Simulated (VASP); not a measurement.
# PbO2 (P4_2/mnm) in VASP: a series of runs

PbO2 is run at these levels: PBE, r2SCAN; tasks: single point.

Everything below comes from runs of VASP 6.6.1. Logs are shortened: lines on timing, memory, paths and dates and some standing lists are left out, and cuts for length are marked.

**1. The cell of the first run**

The structure is tetragonal, space group P4_2/mnm (No. 136). Conventional cell: a = 4.984 Å, b = 4.984 Å, c = 3.408 Å, α = 90.00°, β = 90.00°, γ = 90.00°. Pb (site symmetry mmm) has 6 O at 2.17 to 2.18 Å within 2.9 Å. O (site symmetry m2m) has 3 Pb at 2.17 to 2.18 Å and 1 O at 2.72 Å within 2.9 Å.

**2. Single point, PBE**

INCAR

```
SYSTEM = PbO2
PREC = Accurate
ENCUT = 520
EDIFF = 1E-6
ISMEAR = -1
SIGMA = 0.02
LREAL = .FALSE.
LASPH = .TRUE.
NELM = 80
ALGO = Normal
ISIF = 2
LWAVE = .FALSE.
LCHARG = .TRUE.
GGA = PE
LELF = .TRUE.
LVHAR = .TRUE.
NBANDS = 35
```

KPOINTS

```
regular mesh
0
G
  6 6 8
  0 0 0
```

POSCAR

```
PbO2
1.0
    4.9838460757      0.0000000000      0.0000000000
    0.0000000000      4.9838460757      0.0000000000
    0.0000000000      0.0000000000      3.4076222986
Pb O
2 4
Direct
    0.0000000000      0.0000000000      0.0000000000
    0.5000000000      0.5000000000      0.5000000000
    0.3072128140      0.3072128140      0.0000000000
    0.1927871860      0.8072128140      0.5000000000
    0.8072128140      0.1927871860      0.5000000000
    0.6927871860      0.6927871860      0.0000000000
```

Potentials or basis: VASP PAW PBE potentials, release 64 (Pb_d, O).

The run is started by

```sh
cat potpaw_PBE.64/Pb_d/POTCAR potpaw_PBE.64/O/POTCAR > POTCAR
mpirun -np 1 vasp_std > vasp.out
```

OUTCAR:

```text
SYSTEM = PbO2
   PREC = Accurate
   ENCUT = 520
   EDIFF = 1E-6
   ISMEAR = -1
   LREAL = .FALSE.
   LASPH = .TRUE.
   NELM = 80
   ISIF = 2
   GGA = PE

 ion  position               nearest neighbor table
   1  0.000  0.000  0.000-   3 2.17   6 2.17   5 2.18   4 2.18   4 2.18   5 2.18   2 3.91   2 3.91
                             2 3.91   2 3.91   2 3.91   2 3.91   2 3.91   2 3.91
   2  0.500  0.500  0.500-   4 2.17   5 2.17   3 2.18   6 2.18   3 2.18   6 2.18   1 3.91   1 3.91
                             1 3.91   1 3.91   1 3.91   1 3.91   1 3.91   1 3.91
   3  0.307  0.307  0.000-   1 2.17   2 2.18   2 2.18
   4  0.193  0.807  0.500-   2 2.17   1 2.18   1 2.18
   5  0.807  0.193  0.500-   2 2.17   1 2.18   1 2.18
   6  0.693  0.693  0.000-   1 2.17   2 2.18   2 2.18

  LATTYP: Found a simple tetragonal cell.
 ALAT       =     4.9838460757
 C/A-ratio  =     0.6837334554

  Lattice vectors:

 A1 = (   4.9838460757,   0.0000000000,   0.0000000000)
 A2 = (   0.0000000000,   4.9838460757,   0.0000000000)
 A3 = (   0.0000000000,   0.0000000000,   3.4076222986)

Analysis of symmetry for initial positions (statically):
=====================================================================
 Subroutine PRICEL returns:
 Original cell was already a primitive cell.

 Routine SETGRP: Setting up the symmetry group for a
 simple tetragonal supercell.

 Subroutine GETGRP returns: Found 16 space group operations
 (whereof  8 operations were pure point group operations)
 out of a pool of 16 trial point group operations.

The static configuration has the point symmetry D_2h.
 The point group associated with its full space group is D_4h.

Analysis of symmetry for dynamics (positions and initial velocities):
=====================================================================
 Subroutine PRICEL returns:
 Original cell was already a primitive cell.

 Routine SETGRP: Setting up the symmetry group for a
 simple tetragonal supercell.

 Subroutine GETGRP returns: Found 16 space group operations
 (whereof  8 operations were pure point group operations)
 out of a pool of 16 trial point group operations.

The dynamic configuration has the point symmetry D_2h.
 The point group associated with its full space group is D_4h.

 Subroutine INISYM returns: Found 16 space group operations
 (whereof  8 operations are pure point group operations),
 and found     1 'primitive' translations

----------------------------------------------------------------------------------------

                                     Primitive cell

  volume of cell :      84.6410

  direct lattice vectors                    reciprocal lattice vectors
     4.983846076  0.000000000  0.000000000     0.200648251  0.000000000  0.000000000
     0.000000000  4.983846076  0.000000000     0.000000000  0.200648251  0.000000000
     0.000000000  0.000000000  3.407622299     0.000000000  0.000000000  0.293459754

  length of vectors
     4.983846076  4.983846076  3.407622299     0.200648251  0.200648251  0.293459754

  position of ions in fractional coordinates (direct lattice)
     0.000000000  0.000000000  0.000000000
     0.500000000  0.500000000  0.500000000
     0.307212814  0.307212814  0.000000000
     0.192787186  0.807212814  0.500000000
     0.807212814  0.192787186  0.500000000
     0.692787186  0.692787186  0.000000000

  ion indices of the primitive-cell ions
   primitive index   ion index
                 1           1
                 2           2
                 3           3
                 4           4
                 5           5
                 6           6

----------------------------------------------------------------------------------------

 KPOINTS: regular mesh

Automatic generation of k-mesh.
 Grid dimensions read from file:
 generate k-points for:    6    6    8

 Generating k-lattice:

  Cartesian coordinates                     Fractional coordinates (reciprocal lattice)
     0.033441375  0.000000000  0.000000000     0.166666667  0.000000000  0.000000000
     0.000000000  0.033441375  0.000000000     0.000000000  0.166666667  0.000000000
     0.000000000  0.000000000  0.036682469     0.000000000  0.000000000  0.125000000

  Length of vectors
     0.033441375  0.033441375  0.036682469

  Shift w.r.t. Gamma in fractional coordinates (k-lattice)
     0.000000000  0.000000000  0.000000000

 Subroutine IBZKPT returns following result:
 ===========================================

 Found     50 irreducible k-points:

 Following reciprocal coordinates:
            Coordinates               Weight
  0.000000  0.000000  0.000000      1.000000
  0.166667  0.000000  0.000000      4.000000
  0.333333  0.000000  0.000000      4.000000
  0.500000  0.000000  0.000000      2.000000
  0.166667  0.166667  0.000000      4.000000
  0.333333  0.166667  0.000000      8.000000
[... 16 lines left out ...]
  0.333333  0.000000  0.250000      8.000000
  0.500000  0.000000  0.250000      4.000000
 [... further k-points ...]
   k-points           NKPTS =     50   k-points in BZ     NKDIM =     50   number of bands    NBANDS=     35
   number of dos      NEDOS =    301   number of ions     NIONS =      6
   total plane-waves  NPLWV =  44800
   dimension x,y,z NGX =    40 NGY =   40 NGZ =   28
   dimension x,y,z NGXF=    80 NGYF=   80 NGZF=   56
   ions per type =               2   4
   NGX,Y,Z   is equivalent  to a cutoff of  13.34, 13.34, 13.66 a.u.
   NGXF,Y,Z  is equivalent  to a cutoff of  26.69, 26.69, 27.32 a.u.
 SYSTEM =  PbO2
   PREC   = accura    normal or accurate (medium, high low for compatibility)
   ISTART =      0    job   : 0-new  1-cont  2-samecut
   ICHARG =      2    charge: 1-file 2-atom 10-const
   ISPIN  =      1    spin polarized calculation?
   LNONCOLLINEAR =      F non collinear calculations
   LSORBIT =      F    spin-orbit coupling
   LASPH  =      T    aspherical Exc in radial PAW
   ENCUT  =  520.0 eV  38.22 Ry    6.18 a.u.   9.27  9.27  6.34*2*pi/ulx,y,z
   NELM   =     80;   NELMIN=  2; NELMDL= -5     # of ELM steps
   EDIFF  = 0.1E-05   stopping-criterion for ELM
   LREAL  =      F    real-space projection
   EDIFFG = 0.1E-04   stopping-criterion for IOM
   NSW    =      0    number of steps for IOM
   IBRION =     -1    ionic relax: 0-MD 1-quasi-New 2-CG
   NFREE  =      0    steps in history (QN), initial steepest desc. (CG)
   ISIF   =      2    stress and relaxation
   ISYM   =      2    0-nonsym 1-usesym 2-fastsym
   POTIM  = 0.5000    time-step for ionic-motion
   TEBEG  =    0.0;   TEEND  =   0.0 temperature during run
   PSTRESS=    0.0 pullay stress
   NELECT =      52.0000    total number of electrons
   NUPDOWN=      -1.0000    fix difference up-down
   EMIN   =  10.00;   EMAX   =-10.00  energy-range for DOS
   EFERMI =   0.00;   METHOD = LEGACY
   ISMEAR =    -1;   SIGMA  =   0.02  broadening in eV -4-tet -1-fermi 0-gaus
   EFERMI_NEDOS =   21; number of points for ismear=-14 and -15
   IALGO  =     38    algorithm
   IMIX   =      4    mixing-type and parameters
     AMIX     =   0.40;   BMIX     =  1.00
     AMIX_MAG =   1.60;   BMIX_MAG =  1.00
  volume/ion in A,a.u.               =      14.11        95.20
  Fermi-wavevector in a.u.,A,eV,Ry     =   1.391711  2.629952 26.352572  1.936859
  Thomas-Fermi vector in A             =   2.515524
   LORBIT       =      0    0 simple, 1 ext, 2 COOP (PROOUT), +10 PAW based schemes
   GGA     = PE    functional components
   LHFCALC =     F    Hartree Fock is set to
   AEXX    =    0.0000 exact exchange contribution
   IVDW    =     0    specifies the selected vdW correction
   LEPSILON=     F    determine dielectric tensor
   LRPA    =     F    only Hartree local field effects (RPA)
 non-spin polarized calculation
  energy-cutoff  :      520.00
  volume of cell :       84.64
 maximum number of plane-waves:      2304
 NGX is ok and might be reduce to    40
   NGX = 19   NGY = 19   NGZ = 13

 number of electron      52.0000010 magnetization

 Free energy of the ion-electron system (eV)
  ---------------------------------------------------
  ext. energy  EPLUGINS =         0.00000000
  ---------------------------------------------------
  free energy    TOTEN  =       -31.77888240 eV

  energy without entropy =      -31.77851826  energy(sigma->0) =      -31.77870033

 E-fermi :   4.2740     XC(G=0): -10.6322

 val. band max:        4.2286181683   @ k =   0.0000   0.0000   0.1250
 cond. band min:       4.3263923100   @ k =   0.1667   0.0000   0.0000
 fundamental gap:      0.0977741417
 Fermi energy:         4.2740419461

 k-point     1 :       0.0000    0.0000    0.0000
  band No.  band energies     occupation
      1     -14.0242      2.00000
      2     -13.9217      2.00000
      3     -12.2675      2.00000
      4     -12.2675      2.00000
      5     -11.2975      2.00000
      6     -11.0988      2.00000
[... 27 lines left out ...]
     34      15.3385      0.00000
     35      16.1406      0.00000

 k-point     2 :       0.1667    0.0000    0.0000
  band No.  band energies     occupation
      1     -13.9521      2.00000
      2     -13.8751      2.00000
      3     -12.5186      2.00000
      4     -12.4206      2.00000
      5     -11.0574      2.00000
      6     -11.0571      2.00000
[... 27 lines left out ...]
     34      15.6908      0.00000
     35      16.1450      0.00000

 k-point     3 :       0.3333    0.0000    0.0000
  band No.  band energies     occupation
      1     -13.7656      2.00000
      2     -13.7483      2.00000
      3     -12.8856      2.00000
      4     -12.7566      2.00000
      5     -11.0495      2.00000
      6     -11.0491      2.00000
[... 27 lines left out ...]
     34      16.2439      0.00000
     35      16.3487      0.00000

 k-point     4 :       0.5000    0.0000    0.0000
  band No.  band energies     occupation
      1     -13.6355      2.00000
      2     -13.6355      2.00000
      3     -13.0199      2.00000
      4     -13.0199      2.00000
      5     -11.0451      2.00000
      6     -11.0451      2.00000
[... 27 lines left out ...]
     34      15.9663      0.00000
     35      16.4608      0.00000

 k-point     5 :       0.1667    0.1667    0.0000
  band No.  band energies     occupation
      1     -13.9639      2.00000
      2     -13.7634      2.00000
      3     -12.8217      2.00000
      4     -12.2869      2.00000
      5     -11.1306      2.00000
      6     -11.0623      2.00000
[... 638 lines left out ...]
 k-point    22 :       0.1667    0.0000    0.2500
  band No.  band energies     occupation
      1     -13.5994      2.00000
      2     -13.5764      2.00000
      3     -13.0879      2.00000
      4     -13.0692      2.00000
      5     -11.1469      2.00000
      6     -10.9458      2.00000
[... 27 lines left out ...]
     34      15.4349      0.00000
     35      16.2421      0.00000

 k-point    23 :       0.3333    0.0000    0.2500
  band No.  band energies     occupation
      1     -13.5404      2.00000
      2     -13.5000      2.00000
      3     -13.1630      2.00000
      4     -13.1203      2.00000
      5     -11.0836      2.00000
      6     -10.9442      2.00000
[... 27 lines left out ...]
     34      15.6504      0.00000
     35      16.3664      0.00000

 k-point    24 :       0.5000    0.0000    0.2500
  band No.  band energies     occupation
      1     -13.4787      2.00000
      2     -13.4787      2.00000
      3     -13.1804      2.00000
      4     -13.1804      2.00000
      5     -10.9743      2.00000
      6     -10.9743      2.00000
[... 27 lines left out ...]
     34      15.6809      0.00000
     35      16.5428      0.00000

 [... further k-points ...]

------------------------ aborting loop because EDIFF is reached ----------------------------------------

  FORCE on cell =-STRESS in cart. coord.  units (eV):
  Direction    XX          YY          ZZ          XY          YZ          ZX
  --------------------------------------------------------------------------------------
  -------------------------------------------------------------------------------------
  Total        3.2562123      3.2562123      3.9083399      0.0000000      0.0000000      0.0000000
  in kB       61.6371568     61.6371568     73.9813442      0.0000000      0.0000000      0.0000000
  external PRESSURE =      65.7518859 kB  Pullay stress =       0.0000000 kB

 VOLUME and BASIS-vectors are now :
 -----------------------------------------------------------------------------
  energy-cutoff  :      520.00
  volume of cell :       84.64
      direct lattice vectors                 reciprocal lattice vectors
     4.983846076  0.000000000  0.000000000     0.200648251  0.000000000  0.000000000
     0.000000000  4.983846076  0.000000000     0.000000000  0.200648251  0.000000000
     0.000000000  0.000000000  3.407622299     0.000000000  0.000000000  0.293459754

 POSITION                                       TOTAL-FORCE (eV/Angst)
 -----------------------------------------------------------------------------------
      0.00000      0.00000      0.00000         0.000000      0.000000     -0.000000
      2.49192      2.49192      1.70381         0.000000      0.000000     -0.000000
      1.53110      1.53110      0.00000        -0.021372     -0.021372      0.000000
      0.96082      4.02302      1.70381         0.021372     -0.021372      0.000000
      4.02302      0.96082      1.70381        -0.021372      0.021372     -0.000000
      3.45274      3.45274      0.00000         0.021372      0.021372     -0.000000
 -----------------------------------------------------------------------------------
    total drift:                                0.000000      0.000000     -0.000000

  FREE ENERGIE OF THE ION-ELECTRON SYSTEM (eV)
  ---------------------------------------------------
  free  energy   TOTEN  =       -31.7788823953 eV

  energy  without entropy=      -31.7785182584  energy(sigma->0) =      -31.77870033
```

Run time: 1.9 min. Hardware: 1 thread of Intel Xeon Platinum 8259CL at 2.50GHz (Skylake/Cascade Lake), shared host; peak memory 0.26 GiB.

Results:

| Quantity | Value |
| --- | --- |
| Free energy | -31.7789 eV |
| Pressure | 6.6 GPa |
| Largest force | 0.030 eV/Å |
| Band gap on the k mesh | 0.10 eV (least direct gap 0.13 eV) |

Forces on the atoms (eV/Å):
```
Pb   0.000  0.000  0.000
Pb   0.000  0.000  0.000
O   -0.021 -0.021  0.000
O    0.021 -0.021  0.000
O   -0.021  0.021  0.000
O    0.021  0.021  0.000
```

Levels at points of the mesh, in eV from the valence-band top:
```
           k point  band 23  band 24  band 25  band 26  band 27  band 28  band 29  band 30
(0.00, 0.00, 0.00)    -0.58    -0.58    -0.58    -0.58     0.10     4.30     5.92     5.92
(0.50, 0.00, 0.00)    -0.62    -0.62    -0.36    -0.36     2.46     2.46     6.53     6.53
(0.50, 0.50, 0.00)    -0.64    -0.64    -0.46    -0.46     2.87     2.87     6.80     6.80
(0.00, 0.00, 0.50)    -1.09    -1.09    -0.76    -0.76     3.79     3.79     8.94     8.94
(0.50, 0.00, 0.50)    -0.76    -0.76    -0.18    -0.18     4.10     4.10     7.39     7.39
(0.50, 0.50, 0.50)    -0.65    -0.65    -0.50    -0.50     2.86     2.86     8.39     8.39
```

Caveat: the cell stands under pressure; the structure was generated, so it needn't be the stable form of PbO2; spin-orbit coupling is left out, which moves the levels of the heavy elements. A k mesh can miss the band edges.

**3. Single point, r2SCAN**

POSCAR is that of step 2.

INCAR.step1

```
SYSTEM = PbO2
PREC = Accurate
ENCUT = 520
ISMEAR = -1
SIGMA = 0.02
LREAL = .FALSE.
LASPH = .TRUE.
NELM = 60
NBANDS = 35
GGA = PE
ALGO = Normal
EDIFF = 1E-4
LWAVE = .TRUE.
LCHARG = .FALSE.
```

INCAR.step2

```
SYSTEM = PbO2
PREC = Accurate
ENCUT = 520
EDIFF = 1E-6
ISMEAR = -1
SIGMA = 0.02
LREAL = .FALSE.
LASPH = .TRUE.
NELM = 60
ALGO = Normal
ISIF = 2
LWAVE = .FALSE.
LCHARG = .FALSE.
METAGGA = R2SCAN
LMIXTAU = .TRUE.
NBANDS = 35
ISTART = 1
```

KPOINTS

```
Automatic mesh
0
G
  6 6 8
  0 0 0
```

Potentials or basis: VASP PAW PBE potentials, release 64 (Pb_d, O).

The run is started by

```sh
cat potpaw_PBE.64/Pb_d/POTCAR potpaw_PBE.64/O/POTCAR > POTCAR
cp INCAR.step1 INCAR
mpirun -np 1 vasp_std > vasp.out
cp INCAR.step2 INCAR
mpirun -np 1 vasp_std > vasp.out
```

Wall time 6.4 min (1 thread of Intel Xeon Platinum 8259CL at 2.50GHz (Skylake/Cascade Lake), shared host); peak memory 0.29 GiB.

Results (log left out):

```
Free energy            : -142.2614 eV
Pressure               : 0.8 GPa
Largest force          : 0.006 eV/Å
Band gap on the k mesh : 0.10 eV (least direct gap 0.34 eV)
```

Forces in eV/Å, atoms in the order of the input:
```
Pb   0.000  0.000  0.000
Pb   0.000  0.000  0.000
O   -0.004 -0.004  0.000
O    0.004 -0.004  0.000
O   -0.004  0.004  0.000
O    0.004  0.004  0.000
```

Stress tensor (GPa, compression positive):
```
0.71 0.00 0.00
0.00 0.71 0.00
0.00 0.00 0.92
```

Levels at points of the mesh, in eV from the valence-band top:
| k point | band 22 | band 23 | band 24 | band 25 | band 26 | band 27 | band 28 | band 29 | band 30 | band 31 |
| --- | --- | --- | --- | --- | --- | --- | --- | --- | --- | --- |
| (0.00, 0.00, 0.00) | -0.55 | -0.55 | -0.49 | -0.49 | -0.44 | 0.10 | 4.84 | 6.61 | 6.61 | 10.32 |
| (0.50, 0.00, 0.00) | -1.28 | -0.53 | -0.53 | -0.33 | -0.33 | 2.92 | 2.92 | 7.20 | 7.20 | 10.73 |
| (0.50, 0.50, 0.00) | -1.52 | -0.55 | -0.55 | -0.47 | -0.47 | 3.34 | 3.34 | 7.47 | 7.47 | 11.09 |
| (0.00, 0.00, 0.50) | -1.90 | -1.12 | -1.12 | -0.78 | -0.78 | 4.33 | 4.33 | 9.73 | 9.73 | 10.56 |
| (0.50, 0.00, 0.50) | -1.05 | -0.77 | -0.77 | -0.08 | -0.08 | 4.64 | 4.64 | 8.17 | 8.17 | 10.87 |
| (0.50, 0.50, 0.50) | -1.71 | -0.64 | -0.64 | -0.52 | -0.52 | 3.38 | 3.38 | 9.12 | 9.12 | 10.74 |

Caveat: the structure was generated, so it needn't be the stable form of PbO2; the PAW data sets were made with another functional, which shifts forces and pressure a little; spin-orbit coupling is left out, which moves the levels of the heavy elements. A k mesh can miss the band edges.
